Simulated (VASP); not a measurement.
# Cd (Pm-3m) in VASP: further runs, part 2 of 3

VASP 6.6.1. Earlier steps stand in the parts before.

## 3. Single point, PBE (12.11 Å³/atom)

This run uses another cell than the first one, of 12.11 Å³/atom.

The input, INCAR:

```
SYSTEM = Cd
PREC     = Accurate       ! precision mode
ENCUT    = 520            ! plane-wave cutoff, eV
EDIFF    = 1E-6           ! SCF threshold, eV
ISMEAR   = -1             ! smearing method
SIGMA    = 0.08           ! smearing width, eV
LREAL    = .False.        ! projectors in reciprocal space
LASPH    = .True.         ! aspherical terms in the spheres
NELM     = 80             ! most SCF steps
ALGO     = Normal         ! electronic algorithm
ISIF     = 2              ! what is computed and relaxed
LWAVE    = .False.        ! write WAVECAR
LCHARG   = .False.        ! write CHGCAR
GGA      = PE             ! functional
NBANDS   = 12             ! bands
```

The input, KPOINTS:

```
regular mesh
0
Gamma
  14 14 14
  0 0 0
```

The input, POSCAR:

```
Cd
1.0
    2.2961561791      0.0000000000      0.0000000000
    0.0000000000      2.2961561791      0.0000000000
    0.0000000000      0.0000000000      2.2961561791
Cd
1
Direct
    0.0000000000      0.0000000000      0.0000000000
```

Potentials or basis: VASP PAW PBE potentials, release 64 (Cd).

Run with:

```
cat potpaw_PBE.64/Cd/POTCAR > POTCAR
mpirun -np 1 vasp_std > vasp.out
```

OUTCAR:

```text
SYSTEM = Cd
   PREC = Accurate
   ENCUT = 520
   EDIFF = 1E-6
   ISMEAR = -1
   LREAL = .False.
   LASPH = .True.
   NELM = 80
   ISIF = 2
   GGA = PE

 ion  position               nearest neighbor table
   1  0.000  0.000  0.000-

  LATTYP: Found a simple cubic cell.
 ALAT       =     2.2961561791

  Lattice vectors:

 A1 = (   2.2961561791,   0.0000000000,   0.0000000000)
 A2 = (   0.0000000000,   2.2961561791,   0.0000000000)
 A3 = (   0.0000000000,   0.0000000000,   2.2961561791)

Analysis of symmetry for initial positions (statically):
=====================================================================
 Subroutine PRICEL returns:
 Original cell was already a primitive cell.

 Routine SETGRP: Setting up the symmetry group for a
 simple cubic supercell.

 Subroutine GETGRP returns: Found 48 space group operations
 (whereof 48 operations were pure point group operations)
 out of a pool of 48 trial point group operations.

The static configuration has the point symmetry O_h .

Analysis of symmetry for dynamics (positions and initial velocities):
=====================================================================
 Subroutine PRICEL returns:
 Original cell was already a primitive cell.

 Routine SETGRP: Setting up the symmetry group for a
 simple cubic supercell.

 Subroutine GETGRP returns: Found 48 space group operations
 (whereof 48 operations were pure point group operations)
 out of a pool of 48 trial point group operations.

The dynamic configuration has the point symmetry O_h .

 Subroutine INISYM returns: Found 48 space group operations
 (whereof 48 operations are pure point group operations),
 and found     1 'primitive' translations

----------------------------------------------------------------------------------------

                                     Primitive cell

  volume of cell :      12.1061

  direct lattice vectors                    reciprocal lattice vectors
     2.296156179  0.000000000  0.000000000     0.435510445  0.000000000  0.000000000
     0.000000000  2.296156179  0.000000000     0.000000000  0.435510445  0.000000000
     0.000000000  0.000000000  2.296156179     0.000000000  0.000000000  0.435510445

  length of vectors
     2.296156179  2.296156179  2.296156179     0.435510445  0.435510445  0.435510445

  position of ions in fractional coordinates (direct lattice)
     0.000000000  0.000000000  0.000000000

  ion indices of the primitive-cell ions
   primitive index   ion index
                 1           1

----------------------------------------------------------------------------------------

 KPOINTS: regular mesh

Automatic generation of k-mesh.
 Grid dimensions read from file:
 generate k-points for:   14   14   14

 Generating k-lattice:

  Cartesian coordinates                     Fractional coordinates (reciprocal lattice)
     0.031107889  0.000000000  0.000000000     0.071428571  0.000000000  0.000000000
     0.000000000  0.031107889  0.000000000     0.000000000  0.071428571  0.000000000
     0.000000000  0.000000000  0.031107889     0.000000000  0.000000000  0.071428571

  Length of vectors
     0.031107889  0.031107889  0.031107889

  Shift w.r.t. Gamma in fractional coordinates (k-lattice)
     0.000000000  0.000000000  0.000000000

 Subroutine IBZKPT returns following result:
 ===========================================

 Found    120 irreducible k-points:

 Following reciprocal coordinates:
            Coordinates               Weight
  0.000000  0.000000  0.000000      1.000000
  0.071429  0.000000  0.000000      6.000000
  0.142857  0.000000  0.000000      6.000000
  0.214286  0.000000  0.000000      6.000000
  0.285714  0.000000  0.000000      6.000000
  0.357143  0.000000  0.000000      6.000000
[... 16 lines left out ...]
  0.285714  0.214286  0.000000     24.000000
  0.357143  0.214286  0.000000     24.000000
 [... further k-points ...]
   k-points           NKPTS =    120   k-points in BZ     NKDIM =    120   number of bands    NBANDS=     12
   number of dos      NEDOS =    301   number of ions     NIONS =      1
   total plane-waves  NPLWV =   5832
   dimension x,y,z NGX =    18 NGY =   18 NGZ =   18
   dimension x,y,z NGXF=    36 NGYF=   36 NGZF=   36
   ions per type =               1
   NGX,Y,Z   is equivalent  to a cutoff of  13.03, 13.03, 13.03 a.u.
   NGXF,Y,Z  is equivalent  to a cutoff of  26.06, 26.06, 26.06 a.u.
 SYSTEM =  Cd
   PREC   = accura    normal or accurate (medium, high low for compatibility)
   ISTART =      0    job   : 0-new  1-cont  2-samecut
   ICHARG =      2    charge: 1-file 2-atom 10-const
   ISPIN  =      1    spin polarized calculation?
   LNONCOLLINEAR =      F non collinear calculations
   LSORBIT =      F    spin-orbit coupling
   LASPH  =      T    aspherical Exc in radial PAW
   ENCUT  =  520.0 eV  38.22 Ry    6.18 a.u.   4.27  4.27  4.27*2*pi/ulx,y,z
   NELM   =     80;   NELMIN=  2; NELMDL= -5     # of ELM steps
   EDIFF  = 0.1E-05   stopping-criterion for ELM
   LREAL  =      F    real-space projection
   EDIFFG = 0.1E-04   stopping-criterion for IOM
   NSW    =      0    number of steps for IOM
   IBRION =     -1    ionic relax: 0-MD 1-quasi-New 2-CG
   NFREE  =      0    steps in history (QN), initial steepest desc. (CG)
   ISIF   =      2    stress and relaxation
   ISYM   =      2    0-nonsym 1-usesym 2-fastsym
   POTIM  = 0.5000    time-step for ionic-motion
   TEBEG  =    0.0;   TEEND  =   0.0 temperature during run
   PSTRESS=    0.0 pullay stress
   NELECT =      12.0000    total number of electrons
   NUPDOWN=      -1.0000    fix difference up-down
   EMIN   =  10.00;   EMAX   =-10.00  energy-range for DOS
   EFERMI =   0.00;   METHOD = LEGACY
   ISMEAR =    -1;   SIGMA  =   0.08  broadening in eV -4-tet -1-fermi 0-gaus
   EFERMI_NEDOS =   21; number of points for ismear=-14 and -15
   IALGO  =     38    algorithm
   IMIX   =      4    mixing-type and parameters
     AMIX     =   0.40;   BMIX     =  1.00
     AMIX_MAG =   1.60;   BMIX_MAG =  1.00
  volume/ion in A,a.u.               =      12.11        81.70
  Fermi-wavevector in a.u.,A,eV,Ry     =   1.632302  3.084603 36.251492  2.664410
  Thomas-Fermi vector in A             =   2.724295
   LORBIT       =      0    0 simple, 1 ext, 2 COOP (PROOUT), +10 PAW based schemes
   GGA     = PE    functional components
   LHFCALC =     F    Hartree Fock is set to
   AEXX    =    0.0000 exact exchange contribution
   IVDW    =     0    specifies the selected vdW correction
   LEPSILON=     F    determine dielectric tensor
   LRPA    =     F    only Hartree local field effects (RPA)
 non-spin polarized calculation
  energy-cutoff  :      520.00
  volume of cell :       12.11
 maximum number of plane-waves:       341
 NGX is ok and might be reduce to    18
   NGX =  9   NGY =  9   NGZ =  9

 number of electron      11.9999988 magnetization

 Free energy of the ion-electron system (eV)
  ---------------------------------------------------
  ext. energy  EPLUGINS =         0.00000000
  ---------------------------------------------------
  free energy    TOTEN  =         3.98901437 eV

  energy without entropy =        3.99692562  energy(sigma->0) =        3.99297000

 E-fermi :   9.3741     XC(G=0): -14.3980

 val. band max:        9.3202122372   @ k =   0.5000   0.4286   0.0714
 cond. band min:       9.3743464901   @ k =   0.4286   0.3571   0.2857
 fundamental gap:      0.0541342529
 Fermi energy:         9.3740939478

 k-point     1 :       0.0000    0.0000    0.0000
  band No.  band energies     occupation
      1      -6.1409      2.00000
      2      -6.1409      2.00000
      3      -5.4745      2.00000
      4      -0.3175      2.00000
      5      -0.3175      2.00000
      6      -0.3175      2.00000
      7      24.0317      0.00000
      8      24.0317      0.00000
      9      24.0317      0.00000
     10      30.6434      0.00000
     11      30.6434      0.00000
     12      32.4072      0.00000
[... 331 lines left out ...]
 k-point    24 :       0.3571    0.2143    0.0000
  band No.  band energies     occupation
      1      -5.1178      2.00000
      2      -3.9605      2.00000
      3      -3.0193      2.00000
      4      -1.8161      2.00000
      5      -0.9186      2.00000
      6       1.8800      2.00000
      7      12.2215      0.00000
      8      20.8838      0.00000
      9      27.9784      0.00000
     10      31.1699      0.00000
     11      31.6601      0.00000
     12      38.8431      0.00000

 [... further k-points ...]

------------------------ aborting loop because EDIFF is reached ----------------------------------------

  FORCE on cell =-STRESS in cart. coord.  units (eV):
  Direction    XX          YY          ZZ          XY          YZ          ZX
  --------------------------------------------------------------------------------------
  -------------------------------------------------------------------------------------
  Total       17.3341487     17.3341487     17.3341487      0.0000000      0.0000000     -0.0000000
  in kB     2294.0814115   2294.0814115   2294.0814115      0.0000000      0.0000000     -0.0000000
  external PRESSURE =    2294.0814115 kB  Pullay stress =       0.0000000 kB

 VOLUME and BASIS-vectors are now :
 -----------------------------------------------------------------------------
  energy-cutoff  :      520.00
  volume of cell :       12.11
      direct lattice vectors                 reciprocal lattice vectors
     2.296156179  0.000000000  0.000000000     0.435510445  0.000000000  0.000000000
     0.000000000  2.296156179  0.000000000     0.000000000  0.435510445  0.000000000
     0.000000000  0.000000000  2.296156179     0.000000000  0.000000000  0.435510445

 POSITION                                       TOTAL-FORCE (eV/Angst)
 -----------------------------------------------------------------------------------
      0.00000      0.00000      0.00000         0.000000      0.000000      0.000000
 -----------------------------------------------------------------------------------
    total drift:                                0.000000      0.000000     -0.000000

  FREE ENERGIE OF THE ION-ELECTRON SYSTEM (eV)
  ---------------------------------------------------
  free  energy   TOTEN  =         3.9890143720 eV

  energy  without entropy=        3.9969256215  energy(sigma->0) =        3.99297000
```

Wall time 9.7 s (1 thread of AMD EPYC 7R13 (Zen 3), shared host); peak memory 0.1 GiB.

Results:

| Quantity | Value |
| --- | --- |
| Free energy | 3.9890 eV |
| Pressure | 229.4 GPa |
| Band gap on the k mesh | zero (bands 6 and 7 overlap by 8.60 eV) |

Levels at points of the mesh, in eV from the Fermi level:
```csv
k point,band 4,band 5,band 6,band 7,band 8,band 9
"(0.00, 0.00, 0.00)",-9.69,-9.69,-9.69,14.66,14.66,14.66
"(0.50, 0.00, 0.00)",-11.65,-9.51,-6.77,-1.55,17.18,21.35
"(0.50, 0.50, 0.00)",-11.30,-8.19,0.07,0.07,7.68,8.29
"(0.50, 0.50, 0.50)",-8.06,-8.06,7.00,7.82,7.82,7.82
```

Caveat: the cell stands under pressure.

[end of part 2 of 3]
